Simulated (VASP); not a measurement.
# InP (F-43m) in VASP: elastic constants with PBEsol

Aim: the elastic constants of InP with PBEsol.

Everything below comes from runs of VASP 6.6.1. Logs are shortened: lines on timing, memory, paths and dates and some standing lists are left out, and cuts for length are marked.

**1. The cell of the first run**

It takes space group F-43m (No. 216, cubic). The conventional cell has a = 5.878 Å, b = 5.878 Å, c = 5.878 Å, α = 90.00°, β = 90.00°, γ = 90.00°. In (site symmetry -43m) has 4 P at 2.55 Å within 3.4 Å. P (site symmetry -43m) has 4 In at 2.55 Å within 3.4 Å.

**2. Elastic constants, PBEsol**

INCAR

```
PREC = Accurate
ENCUT = 600
EDIFF = 1E-8
ISMEAR = 0
SIGMA = 0.01
LREAL = False
LASPH = True
NELM = 80
ALGO = Normal
ISIF = 3
LWAVE = False
LCHARG = False
GGA = PS
IBRION = 6
NFREE = 2
POTIM = 0.015
NSW = 1
```

KPOINTS

```
regular mesh
0
Gamma
  10 10 10
```

POSCAR

```
InP
1.0
    0.0000000000      2.9390910356      2.9390910356
    2.9390910356      0.0000000000      2.9390910356
    2.9390910356      2.9390910356      0.0000000000
In P
1 1
Direct
    0.0000000000      0.0000000000      0.0000000000
    0.2500000000      0.2500000000      0.2500000000
```

Potentials or basis: VASP PAW PBE potentials, release 64 (In_d, P).

Started as:

```
> cat potpaw_PBE.64/In_d/POTCAR potpaw_PBE.64/P/POTCAR > POTCAR
> mpirun -np 1 vasp_std > vasp.out
```

OUTCAR:

```text
PREC = Accurate
   ENCUT = 600
   EDIFF = 1E-8
   ISMEAR = 0
   LREAL = False
   LASPH = True
   NELM = 80
   ISIF = 3
   GGA = PS
   IBRION = 6
   NFREE = 2
   POTIM = 0.015
   NSW = 1

 ion  position               nearest neighbor table
   1  0.000  0.000  0.000-   2 2.55   2 2.55   2 2.55   2 2.55
   2  0.250  0.250  0.250-   1 2.55   1 2.55   1 2.55   1 2.55

  LATTYP: Found a face centered cubic cell.
 ALAT       =     5.8781820712

  Lattice vectors:

 A1 = (   0.0000000000,   2.9390910356,   2.9390910356)
 A2 = (   2.9390910356,   0.0000000000,   2.9390910356)
 A3 = (   2.9390910356,   2.9390910356,   0.0000000000)

Analysis of symmetry for initial positions (statically):
=====================================================================
 Subroutine PRICEL returns:
 Original cell was already a primitive cell.

 Routine SETGRP: Setting up the symmetry group for a
 face centered cubic supercell.

 Subroutine GETGRP returns: Found 24 space group operations
 (whereof 24 operations were pure point group operations)
 out of a pool of 48 trial point group operations.

The static configuration has the point symmetry T_d .

Analysis of symmetry for dynamics (positions and initial velocities):
=====================================================================
 Subroutine PRICEL returns:
 Original cell was already a primitive cell.

 Routine SETGRP: Setting up the symmetry group for a
 face centered cubic supercell.

 Subroutine GETGRP returns: Found 24 space group operations
 (whereof 24 operations were pure point group operations)
 out of a pool of 48 trial point group operations.

The dynamic configuration has the point symmetry T_d .

 Subroutine INISYM returns: Found 24 space group operations
 (whereof 24 operations are pure point group operations),
 and found     1 'primitive' translations

----------------------------------------------------------------------------------------

                                     Primitive cell

  volume of cell :      50.7772

  direct lattice vectors                    reciprocal lattice vectors
     0.000000000  2.939091036  2.939091036    -0.170120624  0.170120624  0.170120624
     2.939091036  0.000000000  2.939091036     0.170120624 -0.170120624  0.170120624
     2.939091036  2.939091036  0.000000000     0.170120624  0.170120624 -0.170120624

  length of vectors
     4.156502404  4.156502404  4.156502404     0.294657564  0.294657564  0.294657564

  position of ions in fractional coordinates (direct lattice)
     0.000000000  0.000000000  0.000000000
     0.250000000  0.250000000  0.250000000

  ion indices of the primitive-cell ions
   primitive index   ion index
                 1           1
                 2           2

----------------------------------------------------------------------------------------

 KPOINTS: regular mesh

Automatic generation of k-mesh.
 Grid dimensions read from file:
 generate k-points for:   10   10   10

 Generating k-lattice:

  Cartesian coordinates                     Fractional coordinates (reciprocal lattice)
    -0.017012062  0.017012062  0.017012062     0.100000000  0.000000000  0.000000000
     0.017012062 -0.017012062  0.017012062     0.000000000  0.100000000  0.000000000
     0.017012062  0.017012062 -0.017012062     0.000000000  0.000000000  0.100000000

  Length of vectors
     0.029465756  0.029465756  0.029465756

  Shift w.r.t. Gamma in fractional coordinates (k-lattice)
[... 105 lines left out ...]

  FORCE on cell =-STRESS in cart. coord.  units (eV):
  Direction    XX          YY          ZZ          XY          YZ          ZX
  --------------------------------------------------------------------------------------
  -------------------------------------------------------------------------------------
  Total        0.0090520      0.0090520      0.0090520      0.0000000     -0.0000000      0.0000000
  in kB        0.2856191      0.2856191      0.2856191      0.0000000     -0.0000000      0.0000000
  external PRESSURE =       0.2856191 kB  Pullay stress =       0.0000000 kB
[... 89 lines left out ...]
  FREE ENERGIE OF THE ION-ELECTRON SYSTEM (eV)
  ---------------------------------------------------
  free  energy   TOTEN  =        -9.1535271588 eV

  energy  without entropy=       -9.1535271588  energy(sigma->0) =       -9.15352716

[... ionic steps 4 to 14 ...]

--------------------------------------- Ionic step       15  -------------------------------------------

 number of electron      17.9999999 magnetization

------------------------ aborting loop because EDIFF is reached ----------------------------------------
[... 67 lines left out ...]
--------------------------------------- Ionic step       17  -------------------------------------------

 number of electron      17.9999998 magnetization

 Free energy of the ion-electron system (eV)
  ---------------------------------------------------
  ext. energy  EPLUGINS =         0.00000000
  ---------------------------------------------------
  free energy    TOTEN  =        -9.15618793 eV

  energy without entropy =       -9.15618793  energy(sigma->0) =       -9.15618793

 E-fermi :   5.1083     XC(G=0):  -9.4406

 val. band max:        5.0225919473   @ k =   0.0000   0.0000   0.0000
 cond. band min:       5.5632280827   @ k =   0.0000   0.0000   0.0000
 fundamental gap:      0.5406361354
 Fermi energy:         5.1082561683

 k-point     1 :       0.0000    0.0000    0.0000
  band No.  band energies     occupation
      1      -9.1392      2.00000
      2      -9.1359      2.00000
      3      -9.1321      2.00000
      4      -8.9853      2.00000
      5      -8.9853      2.00000
      6      -6.4924      2.00000
      7       4.9666      2.00000
      8       4.9954      2.00000
      9       5.0226      2.00000
     10       5.5632      0.00000
     11       8.9957      0.00000
     12       9.0118      0.00000
     13       9.0297      0.00000
[... 354 lines left out ...]
  band No.  band energies     occupation
      1      -9.2833      2.00000
      2      -9.0596      2.00000
      3      -9.0566      2.00000
      4      -9.0204      2.00000
      5      -8.9592      2.00000
      6      -4.8246      2.00000
      7       0.2202      2.00000
      8       2.8107      2.00000
      9       3.0684      2.00000
     10       7.1427      0.00000
     11       7.9352      0.00000
     12      11.7507      0.00000
     13      12.4296      0.00000

 [... further k-points ...]
[... 5 lines left out ...]
  --------------------------------------------------------------------------------------
  -------------------------------------------------------------------------------------
  Total        0.0090955      0.0115882      0.0115882      0.0000000      0.1176591      0.0000000
  in kB        0.2869906      0.3656424      0.3656424      0.0000000      3.7125041      0.0000000
  external PRESSURE =       0.3394251 kB  Pullay stress =       0.0000000 kB
[... 17 lines left out ...]
  FREE ENERGIE OF THE ION-ELECTRON SYSTEM (eV)
  ---------------------------------------------------
  free  energy   TOTEN  =        -9.1561879348 eV

  energy  without entropy=       -9.1561879348  energy(sigma->0) =       -9.15618793

 INTERNAL STRAIN TENSORS FROM STRAINED CELLS
 ============================================

 INTERNAL STRAIN TENSOR FOR ION    1 for displacements in x,y,z  (eV/Angst):
          X           Y           Z          XY          YZ          ZX
  --------------------------------------------------------------------------------
  x     0.00000     0.00000     0.00000    -0.00000     7.85358     0.00000
  y     0.00000    -0.00000     0.00000     0.00000     0.00000     7.85469
  z     0.00000    -0.00000    -0.00000     7.85427     0.00000     0.00000

 INTERNAL STRAIN TENSORS FROM DISPLACED ATOMS
 ============================================

 INTERNAL STRAIN TENSOR FOR ION    1 for displacements in x,y,z  (eV/Angst):
          X           Y           Z          XY          YZ          ZX
  --------------------------------------------------------------------------------
  x     0.00000     0.00000     0.00000     0.00000     7.84697     0.00000
  y    -0.00000    -0.00000    -0.00000     0.00000     0.00000     7.84697
  z     0.00000     0.00000     0.00000     7.84697     0.00000     0.00000

 INTERNAL STRAIN TENSOR FOR ION    2 for displacements in x,y,z  (eV/Angst):
          X           Y           Z          XY          YZ          ZX
  --------------------------------------------------------------------------------
  x     0.00000     0.00000     0.00000     0.00000    -7.84399     0.00000
  y     0.00000     0.00000     0.00000     0.00000     0.00000    -7.84399
  z     0.00000     0.00000     0.00000    -7.84399     0.00000     0.00000

 Eigenvectors and eigenvalues of the dynamical matrix
 ----------------------------------------------------

   1 f  =    8.848607 THz    55.597437 2PiTHz  295.157757 cm-1    36.594881 meV
             X         Y         Z           dx          dy          dz
      0.000000  0.000000  0.000000    -0.325845   -0.325845   -0.000000
      1.469546  1.469546  1.469546     0.627555    0.627555   -0.000000
[... 21 lines left out ...]
   6 f/i=    0.001089 THz     0.006840 2PiTHz    0.036310 cm-1     0.004502 meV
             X         Y         Z           dx          dy          dz
      0.000000  0.000000  0.000000    -0.209929    0.685559   -0.523057
      1.469546  1.469546  1.469546    -0.109001    0.355962   -0.271587

--------------------------------------------------------------------------------------------------------

 ELASTIC MODULI CONTR FROM IONIC RELAXATION (kBar)
 Direction    XX          YY          ZZ          XY          YZ          ZX
 --------------------------------------------------------------------------------
 XX          -0.0000     -0.0000     -0.0000     -0.0000     -0.0000      0.0000
 YY          -0.0000     -0.0000     -0.0000     -0.0000     -0.0000      0.0000
 ZZ          -0.0000     -0.0000     -0.0000     -0.0000     -0.0000      0.0000
 XY          -0.0000     -0.0000     -0.0000   -248.5604      0.0000      0.0000
 YZ          -0.0000     -0.0000     -0.0000      0.0000   -248.5604      0.0000
 ZX           0.0000      0.0000      0.0000      0.0000      0.0000   -248.5604
 --------------------------------------------------------------------------------

 TOTAL ELASTIC MODULI (kBar)
 Direction    XX          YY          ZZ          XY          YZ          ZX
 --------------------------------------------------------------------------------
 XX         948.5594    528.1470    528.1470     -0.0000     -0.0000      0.0000
 YY         528.1470    948.5594    528.1470     -0.0000     -0.0000      0.0000
 ZZ         528.1470    528.1470    948.5594     -0.0000     -0.0000      0.0000
 XY          -0.0000     -0.0000     -0.0000    433.9699      0.0000      0.0000
 YZ          -0.0000     -0.0000     -0.0000      0.0000    433.9699      0.0000
 ZX           0.0000      0.0000      0.0000      0.0000      0.0000    433.9699
 --------------------------------------------------------------------------------
```

Wall time 36 min (1 thread of Oxide Virtual Turin-like, shared host); peak memory 0.48 GiB.

Results:

```yaml
Elastic_constants_C11_C12_C44: 95, 53, 43 GPa
Voigt_bulk_modulus: 67 GPa
Highest_phonon_frequency_at_Γ_LO-TO_splitting_left_out: 295 cm⁻¹
```

Phonon frequencies in cm⁻¹ (negative: imaginary):
```tsv
q point	frequencies
(0.000, 0.000, 0.000)	0 0 0 295 295 295
```

Elastic tensor in Voigt notation (GPa, in the Cartesian axes of the cell as first typed):
```
95 53 53  0  0  0
53 95 53  0  0  0
53 53 95  0  0  0
 0  0  0 43  0  0
 0  0  0  0 43  0
 0  0  0  0  0 43
```

Clamped-ion elastic tensor (GPa):
```
95 53 53  0  0  0
53 95 53  0  0  0
53 53 95  0  0  0
 0  0  0 68  0  0
 0  0  0  0 68  0
 0  0  0  0  0 68
```

Caveat: the PAW data sets were made with another functional, which shifts forces and pressure a little; spin-orbit coupling is left out, which moves the levels of the heavy elements.
